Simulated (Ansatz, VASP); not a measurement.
**One calculation of SiC, two programs**

File INCAR:

```
ALGO = Normal ; EDIFF = 1E-8
ENCUT = 520 ; GGA = PS
ISIF = 2 ; ISMEAR = -1
LASPH = True ; LCHARG = False
LEFG = True ; LREAL = False
LWAVE = False ; NBANDS = 16
NELM = 100 ; PREC = Accurate
SIGMA = 0.08
```

The input KPOINTS:

```
k-points
0
Gamma
  15 15 8
```

The input POSCAR:

```
SiC
1.0
    3.0759982064     -0.0461399731     -0.0461399731
   -1.5779574920      2.6869625754     -0.0168884023
   -0.0757200000     -0.0757200000      5.0480000000
Si C
2 2
Direct
    0.3333333333      0.6666666667      0.0000000000
    0.6666666667      0.3333333333      0.5000000000
    0.3333333333      0.6666666667      0.3850000000
    0.6666666667      0.3333333333      0.8850000000
```

Input for Ansatz:

```yaml
crystal:
  lattice:
    - [3.0759982064, -0.0461399731, -0.0461399731]
    - [-1.577957492, 2.6869625754, -0.0168884023]
    - [-0.07572, -0.07572, 5.048]
  atoms:
    - { symbol: Si, position: [0.3333333333, 0.6666666667, 0.0] }
    - { symbol: Si, position: [0.6666666667, 0.3333333333, 0.5] }
    - { symbol: C, position: [0.3333333333, 0.6666666667, 0.385] }
    - { symbol: C, position: [0.6666666667, 0.3333333333, 0.885] }
kpoints:
  mp_grid: { grid: [15, 15, 8] }
scf:
  occupations: { method: fermi_dirac, width: 0.08 }
hamiltonian:
  xc: pbesol
  pseudopotentials: { kind: all_electron, datasets: crystal }
output:
  forces: true
  stress: true
  eigenvalues: true
  efg: { contact_densities: true }
```

Change from the starting cell: equal xy, yz and zx shear strains of -3 %, crystal datasets.

Alike in both runs: task electric field gradients; functional PBEsol; k mesh 15 × 15 × 8; occupations fermi-dirac, width 0.08 eV; no spin polarisation.

|  | VASP | Ansatz |
| --- | --- | --- |
| version | VASP 6.6.1 | Ansatz 0.2.0 |
| potentials or method | VASP PAW PBE potentials, release 64 (Si, C), cutoff 520 eV | all-electron PAW with datasets made for the crystal, scalar-relativistic |

|  | VASP | Ansatz | Ansatz less VASP |
| --- | --- | --- | --- |
| pressure (GPa) | 0.9 | 0.5 | -0.41 |
| traceless stress, the component that is largest in VASP (GPa) | 7.31 | 7.25 | -0.061 |
| rms of the force components (eV/Å) | 0.518 | 0.513 | -0.0047 |
| size of Vzz on the site where it differs most (V/Å²) | 19.0 | 17.7 | -1.31 |

VASP's potentials were made for PBE, not for PBEsol. Atom by atom the forces differ by 0.005 eV/Å (rms over components). Ansatz ran all-electron here, and VASP with PAW potentials.
